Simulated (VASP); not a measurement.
# HfN (Fm-3m) in VASP: a series of runs

Runs on HfN. Level: r2SCAN. Tasks: single point.

Program: VASP 6.6.1. These are calculated values, not measurements. Logs are shortened: lines on timing, memory, paths and dates and some standing lists are left out, and cuts for length are marked.

### 1 The cell of the first run

The structure is cubic, space group Fm-3m (No. 225). Conventional cell: a = 4.433 Å, b = 4.433 Å, c = 4.433 Å, α = 90.00°, β = 90.00°, γ = 90.00°. Hf (site symmetry m-3m) has 6 N at 2.22 Å within 2.9 Å. Within 2.9 Å of N (site symmetry m-3m) lie 6 Hf at 2.22 Å.

### 2 Single point, r2SCAN (10.89 Å³/atom)

File POSCAR:

```
HfN
1.0
    0.0000000000      2.2165437743      2.2165437743
    2.2165437743      0.0000000000      2.2165437743
    2.2165437743      2.2165437743      0.0000000000
Hf N
1 1
Direct
    0.0000000000      0.0000000000      0.0000000000
    0.5000000000      0.5000000000      0.5000000000
```

File INCAR.step1:

```
SYSTEM = HfN
PREC     = Accurate       ! precision mode
ENCUT    = 520            ! plane-wave cutoff, eV
ISMEAR   = 0              ! smearing method
SIGMA    = 0.1            ! smearing width, eV
LREAL    = .False.        ! projectors in reciprocal space
LASPH    = .True.         ! aspherical terms in the spheres
NELM     = 60             ! most SCF steps
NBANDS   = 14             ! bands
GGA      = PE             ! functional
ALGO     = Normal         ! electronic algorithm
EDIFF    = 1E-4           ! SCF threshold, eV
LWAVE    = .True.         ! write WAVECAR
LCHARG   = .False.        ! write CHGCAR
```

File INCAR.step2:

```
SYSTEM = HfN
PREC     = Accurate       ! precision mode
ENCUT    = 520            ! plane-wave cutoff, eV
EDIFF    = 1E-6           ! SCF threshold, eV
ISMEAR   = 0              ! smearing method
SIGMA    = 0.1            ! smearing width, eV
LREAL    = .False.        ! projectors in reciprocal space
LASPH    = .True.         ! aspherical terms in the spheres
NELM     = 60             ! most SCF steps
ALGO     = Normal         ! electronic algorithm
ISIF     = 2              ! what is computed and relaxed
LWAVE    = .False.        ! write WAVECAR
LCHARG   = .False.        ! write CHGCAR
METAGGA  = R2SCAN         ! meta-GGA
LMIXTAU  = .True.       
NBANDS   = 14             ! bands
ISTART   = 1
```

File KPOINTS:

```
Automatic mesh
0
Gamma
  16 16 16
  0 0 0
```

Potentials or basis: VASP PAW PBE potentials, release 64 (Hf_pv, N).

The run is started by

```console
cat potpaw_PBE.64/Hf_pv/POTCAR potpaw_PBE.64/N/POTCAR > POTCAR
cp INCAR.step1 INCAR
mpirun -np 1 vasp_std > vasp.out
cp INCAR.step2 INCAR
mpirun -np 1 vasp_std > vasp.out
```

OUTCAR:

```text
SYSTEM = HfN
   PREC = Accurate
   ENCUT = 520
   EDIFF = 1E-6
   ISMEAR = 0
   LREAL = .False.
   LASPH = .True.
   NELM = 60
   ISIF = 2
   METAGGA = R2SCAN
   ISTART = 1

 ion  position               nearest neighbor table
   1  0.000  0.000  0.000-   2 2.22   2 2.22   2 2.22   2 2.22   2 2.22   2 2.22
   2  0.500  0.500  0.500-   1 2.22   1 2.22   1 2.22   1 2.22   1 2.22   1 2.22

  LATTYP: Found a face centered cubic cell.
 ALAT       =     4.4330875486

  Lattice vectors:

 A1 = (   0.0000000000,   2.2165437743,   2.2165437743)
 A2 = (   2.2165437743,   0.0000000000,   2.2165437743)
 A3 = (   2.2165437743,   2.2165437743,   0.0000000000)

Analysis of symmetry for initial positions (statically):
=====================================================================
 Subroutine PRICEL returns:
 Original cell was already a primitive cell.

 Routine SETGRP: Setting up the symmetry group for a
 face centered cubic supercell.

 Subroutine GETGRP returns: Found 48 space group operations
 (whereof 48 operations were pure point group operations)
 out of a pool of 48 trial point group operations.

The static configuration has the point symmetry O_h .

Analysis of symmetry for dynamics (positions and initial velocities):
=====================================================================
 Subroutine PRICEL returns:
 Original cell was already a primitive cell.

 Routine SETGRP: Setting up the symmetry group for a
 face centered cubic supercell.

 Subroutine GETGRP returns: Found 48 space group operations
 (whereof 48 operations were pure point group operations)
 out of a pool of 48 trial point group operations.

The dynamic configuration has the point symmetry O_h .

 Subroutine INISYM returns: Found 48 space group operations
 (whereof 48 operations are pure point group operations),
 and found     1 'primitive' translations

----------------------------------------------------------------------------------------

                                     Primitive cell

  volume of cell :      21.7801

  direct lattice vectors                    reciprocal lattice vectors
     0.000000000  2.216543774  2.216543774    -0.225576416  0.225576416  0.225576416
     2.216543774  0.000000000  2.216543774     0.225576416 -0.225576416  0.225576416
     2.216543774  2.216543774  0.000000000     0.225576416  0.225576416 -0.225576416

  length of vectors
     3.134666267  3.134666267  3.134666267     0.390709813  0.390709813  0.390709813

  position of ions in fractional coordinates (direct lattice)
     0.000000000  0.000000000  0.000000000
     0.500000000  0.500000000  0.500000000

  ion indices of the primitive-cell ions
   primitive index   ion index
                 1           1
                 2           2

----------------------------------------------------------------------------------------

 KPOINTS: Automatic mesh

Automatic generation of k-mesh.
 Grid dimensions read from file:
 generate k-points for:   16   16   16

 Generating k-lattice:

  Cartesian coordinates                     Fractional coordinates (reciprocal lattice)
    -0.014098526  0.014098526  0.014098526     0.062500000  0.000000000  0.000000000
     0.014098526 -0.014098526  0.014098526     0.000000000  0.062500000  0.000000000
     0.014098526  0.014098526 -0.014098526     0.000000000  0.000000000  0.062500000

  Length of vectors
     0.024419363  0.024419363  0.024419363

  Shift w.r.t. Gamma in fractional coordinates (k-lattice)
     0.000000000  0.000000000  0.000000000

 Subroutine IBZKPT returns following result:
 ===========================================

 Found    145 irreducible k-points:

 Following reciprocal coordinates:
            Coordinates               Weight
  0.000000  0.000000  0.000000      1.000000
  0.062500  0.000000  0.000000      8.000000
  0.125000  0.000000  0.000000      8.000000
  0.187500  0.000000  0.000000      8.000000
  0.250000  0.000000  0.000000      8.000000
  0.312500  0.000000  0.000000      8.000000
[... 16 lines left out ...]
 -0.125000  0.062500  0.000000     24.000000
 -0.062500  0.062500  0.000000     12.000000
 [... further k-points ...]
   k-points           NKPTS =    145   k-points in BZ     NKDIM =    145   number of bands    NBANDS=     14
   number of dos      NEDOS =    301   number of ions     NIONS =      2
   total plane-waves  NPLWV =  13824
   dimension x,y,z NGX =    24 NGY =   24 NGZ =   24
   dimension x,y,z NGXF=    48 NGYF=   48 NGZF=   48
   ions per type =               1   1
   NGX,Y,Z   is equivalent  to a cutoff of  12.73, 12.73, 12.73 a.u.
   NGXF,Y,Z  is equivalent  to a cutoff of  25.46, 25.46, 25.46 a.u.
 SYSTEM =  HfN
   PREC   = accura    normal or accurate (medium, high low for compatibility)
   ISTART =      1    job   : 0-new  1-cont  2-samecut
   ICHARG =      0    charge: 1-file 2-atom 10-const
   ISPIN  =      1    spin polarized calculation?
   LNONCOLLINEAR =      F non collinear calculations
   LSORBIT =      F    spin-orbit coupling
   LASPH  =      T    aspherical Exc in radial PAW
   ENCUT  =  520.0 eV  38.22 Ry    6.18 a.u.   5.83  5.83  5.83*2*pi/ulx,y,z
   NELM   =     60;   NELMIN=  2; NELMDL=  0     # of ELM steps
   EDIFF  = 0.1E-05   stopping-criterion for ELM
   LREAL  =      F    real-space projection
   EDIFFG = 0.1E-04   stopping-criterion for IOM
   NSW    =      0    number of steps for IOM
   IBRION =     -1    ionic relax: 0-MD 1-quasi-New 2-CG
   NFREE  =      0    steps in history (QN), initial steepest desc. (CG)
   ISIF   =      2    stress and relaxation
   ISYM   =      2    0-nonsym 1-usesym 2-fastsym
   POTIM  = 0.5000    time-step for ionic-motion
   TEBEG  =    0.0;   TEEND  =   0.0 temperature during run
   PSTRESS=    0.0 pullay stress
   NELECT =      15.0000    total number of electrons
   NUPDOWN=      -1.0000    fix difference up-down
   EMIN   =  10.00;   EMAX   =-10.00  energy-range for DOS
   EFERMI =   0.00;   METHOD = LEGACY
   ISMEAR =     0;   SIGMA  =   0.10  broadening in eV -4-tet -1-fermi 0-gaus
   EFERMI_NEDOS =   21; number of points for ismear=-14 and -15
   IALGO  =     38    algorithm
   IMIX   =      4    mixing-type and parameters
     AMIX     =   0.40;   BMIX     =  1.00
     AMIX_MAG =   1.60;   BMIX_MAG =  1.00
  volume/ion in A,a.u.               =      10.89        73.49
  Fermi-wavevector in a.u.,A,eV,Ry     =   1.445725  2.732024 28.437808  2.090120
  Thomas-Fermi vector in A             =   2.563874
   LORBIT       =      0    0 simple, 1 ext, 2 COOP (PROOUT), +10 PAW based schemes
   METAGGA = R2SCAN    functional components
   LHFCALC =     F    Hartree Fock is set to
   AEXX    =    0.0000 exact exchange contribution
   IVDW    =     0    specifies the selected vdW correction
   LEPSILON=     F    determine dielectric tensor
   LRPA    =     F    only Hartree local field effects (RPA)
 non-spin polarized calculation
 Gauss-broadening in eV      SIGMA  =   0.10
  energy-cutoff  :      520.00
  volume of cell :       21.78
 maximum number of plane-waves:       604
   NGX = 11   NGY = 11   NGZ = 11

 number of electron      15.0000002 magnetization

 Free energy of the ion-electron system (eV)
  ---------------------------------------------------
  ext. energy  EPLUGINS =         0.00000000
  ---------------------------------------------------
  free energy    TOTEN  =       -58.17772857 eV

  energy without entropy =      -58.17495537  energy(sigma->0) =      -58.17634197

 E-fermi :   9.0462     XC(G=0): -13.9005

 val. band max:        9.0434386210   @ k =  -0.1250   0.0625   0.0000
 cond. band min:       9.0636523108   @ k =   0.3750   0.1250   0.0000
 fundamental gap:      0.0202136897
 Fermi energy:         9.0462019240

 k-point     1 :       0.0000    0.0000    0.0000
  band No.  band energies     occupation
      1     -23.2582      2.00000
      2     -23.2582      2.00000
      3     -23.2582      2.00000
      4      -9.9981      2.00000
      5       5.5489      2.00000
      6       5.5489      2.00000
      7       5.5489      2.00000
      8       8.6747      2.00000
      9       8.6747      2.00000
     10       8.6747      2.00000
     11      11.1957      0.00000
     12      11.1957      0.00000
     13      11.6938      0.00000
     14      19.2430      0.00000

 k-point     2 :       0.0625    0.0000    0.0000
  band No.  band energies     occupation
      1     -23.3096      2.00000
      2     -23.2620      2.00000
      3     -23.2620      2.00000
      4      -9.8951      2.00000
      5       5.1423      2.00000
      6       5.2950      2.00000
      7       5.2950      2.00000
      8       8.7940      1.99964
      9       8.8204      1.99859
     10       8.8204      1.99859
     11      11.5307      0.00000
     12      11.5307      0.00000
     13      11.9807      0.00000
     14      19.5790      0.00000

 k-point     3 :       0.1250    0.0000    0.0000
  band No.  band energies     occupation
      1     -23.4530      2.00000
      2     -23.2727      2.00000
      3     -23.2727      2.00000
      4      -9.6000      2.00000
      5       4.2028      2.00000
      6       4.7019      2.00000
      7       4.7019      2.00000
      8       9.0194      1.29534
      9       9.2069      0.02303
     10       9.2069      0.02303
     11      12.4070      0.00000
     12      12.4070      0.00000
     13      12.7263      0.00000
     14      20.3184      0.00000
[... 324 lines left out ...]
 k-point    23 :      -0.1250    0.0625    0.0000
  band No.  band energies     occupation
      1     -23.5356      2.00000
      2     -23.3150      2.00000
      3     -23.2653      2.00000
      4      -9.3918      2.00000
      5       3.5586      2.00000
      6       4.1817      2.00000
      7       4.6980      2.00000
      8       9.0434      1.03117
      9       9.1807      0.05719
     10       9.9835      0.00000
     11      11.9909      0.00000
     12      13.4736      0.00000
     13      13.5401      0.00000
     14      20.3184      0.00000

 k-point    24 :      -0.0625    0.0625    0.0000
  band No.  band energies     occupation
      1     -23.3807      2.00000
      2     -23.2874      2.00000
      3     -23.2594      2.00000
      4      -9.7304      2.00000
      5       4.5004      2.00000
      6       4.8243      2.00000
      7       5.1893      2.00000
      8       8.8361      1.99703
      9       8.8647      1.98975
     10       9.3512      0.00002
     11      11.4916      0.00000
     12      12.3377      0.00000
     13      12.5772      0.00000
     14      20.1112      0.00000

 [... further k-points ...]
[... 5 lines left out ...]
  --------------------------------------------------------------------------------------
  -------------------------------------------------------------------------------------
  Total        2.3206485      2.3206485      2.3206485     -0.0000000      0.0000000     -0.0000000
  in kB      170.7108031    170.7108031    170.7108031     -0.0000000      0.0000000     -0.0000000
  external PRESSURE =     170.7108031 kB  Pullay stress =       0.0000000 kB

 VOLUME and BASIS-vectors are now :
 -----------------------------------------------------------------------------
  energy-cutoff  :      520.00
  volume of cell :       21.78
      direct lattice vectors                 reciprocal lattice vectors
     0.000000000  2.216543774  2.216543774    -0.225576416  0.225576416  0.225576416
     2.216543774  0.000000000  2.216543774     0.225576416 -0.225576416  0.225576416
     2.216543774  2.216543774  0.000000000     0.225576416  0.225576416 -0.225576416

 POSITION                                       TOTAL-FORCE (eV/Angst)
 -----------------------------------------------------------------------------------
      0.00000      0.00000      0.00000         0.000000      0.000000     -0.000000
      2.21654      2.21654      2.21654         0.000000     -0.000000      0.000000
 -----------------------------------------------------------------------------------
    total drift:                                0.000000     -0.000000     -0.000000

  FREE ENERGIE OF THE ION-ELECTRON SYSTEM (eV)
  ---------------------------------------------------
  free  energy   TOTEN  =       -58.1777285690 eV

  energy  without entropy=      -58.1749553663  energy(sigma->0) =      -58.17634197
```

Wall time 53 s (1 thread of Intel Xeon 6975P-C (Granite Rapids), shared host); peak memory 0.18 GiB.

Results:

```yaml
Free_energy: -58.1777 eV
Pressure: 17.1 GPa
Band_gap_on_the_k_mesh: zero (an odd number of electrons rules out a gap without spin polarisation)
```

Caveat: the cell stands under pressure; the PAW data sets were made with another functional, which shifts forces and pressure a little; spin-orbit coupling is left out, which moves the levels of the heavy elements.

### 3 Single point, r2SCAN (11.24 Å³/atom)

This run uses another cell than the first one, of 11.24 Å³/atom.

File POSCAR:

```
HfN
1.0
    0.0000000000      2.2398775288      2.2398775288
    2.2398775288      0.0000000000      2.2398775288
    2.2398775288      2.2398775288      0.0000000000
Hf N
1 1
Direct
    0.0000000000      0.0000000000      0.0000000000
    0.5000000000      0.5000000000      0.5000000000
```

File INCAR.step1:

```
  PREC = Accurate
  ENCUT = 520
  ISMEAR = 0
  SIGMA = 0.1
  LREAL = False
  LASPH = True
  NELM = 60
  NBANDS = 14
  GGA = PE
  ALGO = Normal
  EDIFF = 1E-4
  LWAVE = True
  LCHARG = False
```

File INCAR.step2:

```
  PREC = Accurate
  ENCUT = 520
  EDIFF = 1E-7
  ISMEAR = 0
  SIGMA = 0.1
  LREAL = False
  LASPH = True
  NELM = 60
  ALGO = Normal
  ISIF = 2
  LWAVE = False
  LCHARG = False
  METAGGA = R2SCAN
  LMIXTAU = True
  NBANDS = 14
  ISTART = 1
```

File KPOINTS:

```
regular mesh
0
Gamma
  16 16 16
```

Potentials or basis: VASP PAW PBE potentials, release 64 (Hf_pv, N).

The run is started by

```console
cat potpaw_PBE.64/Hf_pv/POTCAR potpaw_PBE.64/N/POTCAR > POTCAR
cp INCAR.step1 INCAR
mpirun -np 1 vasp_std > vasp.out
cp INCAR.step2 INCAR
mpirun -np 1 vasp_std > vasp.out
```

It took 54 s on 1 thread of Intel Xeon 6975P-C (Granite Rapids), shared host; peak memory 0.18 GiB.

Results (log left out):

- Free energy: -58.2288 eV
- Pressure: 6.4 GPa
- Band gap on the k mesh: zero (an odd number of electrons rules out a gap without spin polarisation)

Levels at points of the mesh, in eV from the Fermi level:
```tsv
k point	band 6	band 7	band 8	band 9	band 10	band 11
(0.00, 0.00, 0.00)	-3.46	-3.46	-0.35	-0.35	-0.35	2.07
(0.50, 0.00, 0.00)	-6.79	-6.79	3.51	3.91	3.91	4.75
(0.50, 0.50, 0.00)	-4.15	-4.15	-4.01	4.27	5.76	5.76
```

Caveat: the cell stands under pressure; the PAW data sets were made with another functional, which shifts forces and pressure a little; spin-orbit coupling is left out, which moves the levels of the heavy elements.

### 4 Single point, r2SCAN

This run uses another cell than the first one, of 11.59 Å³/atom.

File POSCAR:

```
HfN
1.0
    0.0000000000      2.2627350007      2.2627350007
    2.2627350007      0.0000000000      2.2627350007
    2.2627350007      2.2627350007      0.0000000000
Hf N
1 1
Direct
    0.0000000000      0.0000000000      0.0000000000
    0.5000000000      0.5000000000      0.5000000000
```

File INCAR.step1:

```
PREC = Accurate
ENCUT = 520
ISMEAR = 0
SIGMA = 0.1
LREAL = F
LASPH = T
NELM = 100
NBANDS = 14
GGA = PE
ALGO = Normal
EDIFF = 1E-4
LWAVE = T
LCHARG = F
```

File INCAR.step2:

```
PREC = Accurate
ENCUT = 520
EDIFF = 1E-7
ISMEAR = 0
SIGMA = 0.1
LREAL = F
LASPH = T
NELM = 100
ALGO = Normal
ISIF = 2
LWAVE = F
LCHARG = F
METAGGA = R2SCAN
LMIXTAU = T
NBANDS = 14
ISTART = 1
```

KPOINTS is that of step 3.

The run is started by

```console
cat potpaw_PBE.64/Hf_pv/POTCAR potpaw_PBE.64/N/POTCAR > POTCAR
cp INCAR.step1 INCAR
mpirun -np 1 vasp_std > vasp.out
cp INCAR.step2 INCAR
mpirun -np 1 vasp_std > vasp.out
```

It took 53 s on 1 thread of Intel Xeon 6975P-C (Granite Rapids), shared host; peak memory 0.18 GiB.

The run converged. Its results:

```
Free energy            : -58.2372 eV
Pressure               : -2.7 GPa
Band gap on the k mesh : zero (an odd number of electrons rules out a gap without spin polarisation)
```

Levels at points of the mesh, in eV from the Fermi level:
| k point | band 6 | band 7 | band 8 | band 9 | band 10 | band 11 |
| --- | --- | --- | --- | --- | --- | --- |
| (0.00, 0.00, 0.00) | -3.42 | -3.42 | -0.34 | -0.34 | -0.34 | 2.00 |
| (0.50, 0.00, 0.00) | -6.62 | -6.62 | 3.36 | 3.75 | 3.75 | 4.58 |
| (0.50, 0.50, 0.00) | -4.13 | -4.13 | -3.87 | 4.11 | 5.52 | 5.52 |

Caveat: the PAW data sets were made with another functional, which shifts forces and pressure a little; spin-orbit coupling is left out, which moves the levels of the heavy elements.

### 5 The runs side by side

```tsv
cell	gap on the mesh (eV)	pressure (GPa)
a = 3.135 Å, angles 60.0°, 2 atoms	none	17.1
a = 3.168 Å, angles 60.0°, 2 atoms	none	6.4
a = 3.200 Å, angles 60.0°, 2 atoms	none	-2.7
```

Alike in all rows: task single point; level r2SCAN; potentials or basis VASP PAW PBE potentials, release 64 (Hf_pv, N); no spin polarisation; k mesh 16 × 16 × 16; cutoff (eV) 520; smearing gaussian 0.1 eV.

Caveats: the PAW data sets were made with another functional, which shifts forces and pressure a little; spin-orbit coupling is left out, which moves the levels of the heavy elements; the cell stands under pressure (at least some runs).

Absolute energies hang on the potentials; compare differences alone.
